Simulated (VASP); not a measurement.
## BN: elastic constants with PBEsol

The system is BN.

```
CELL_PARAMETERS angstrom
0.00000 3.56962 2.16780
1.25244 0.00000 2.16780
1.25244 3.56962 0.00000
ATOMIC_POSITIONS crystal
B 0.00007 0.00007 0.99993
N 0.66663 0.66663 0.33337
```

```
Program                   : VASP 6.6.1
Task                      : elastic constants
Functional                : PBEsol
Potentials or basis       : VASP PAW PBE potentials, release 64 (B, N)
Cutoff                    : 600 eV
k mesh                    : 2 × 2 × 2
Occupations               : gaussian, width 0.01 eV
Spin                      : no spin polarisation
Dipole correction         : no
Ions in elastic constants : relaxed
Further INCAR settings    : ALGO = Normal; EDIFF = 1e-08; NBANDS = 11; IBRION = 6; POTIM = 0.015; NSW = 1; ISIF = 3
```

The voigt bulk modulus is 238 GPa. The highest phonon frequency at Γ, LO-TO splitting left out is 1456 cm⁻¹.

Phonon frequencies in cm⁻¹ (negative: imaginary):
```tsv
q point	frequencies
(0.000, 0.000, 0.000)	0 0 0 841 1456 1456
```

Elastic tensor in Voigt notation (GPa, in the Cartesian axes of the cell as first typed):
```
886  -1 178   0   0   0
 -1  24  -7   0   0   0
178  -7 889   0   0   0
  0   0   0  -3   0   0
  0   0   0   0 355   0
  0   0   0   0   0  -3
```

Clamped-ion elastic tensor (GPa):
```
923  -1 141   0   0   0
 -1  24  -6   0   0   0
141  -6 927   0   0   0
  0   0   0  -3   0   0
  0   0   0   0 393   0
  0   0   0   0   0  -3
```

Wall time 49 s on 1 thread of Intel(R) Xeon(R) Platinum 8488C (Sapphire Rapids) (shared host), peak memory 0.15 GiB.

Caveat: the k points lie up to 1.51 Å⁻¹ apart; the cell is under stress, which shifts elastic constants; the elastic tensor has a negative eigenvalue, so either the cell is unstable as it stands or the mesh is too thin; the PAW data sets were made with another functional, which shifts forces and pressure a little.
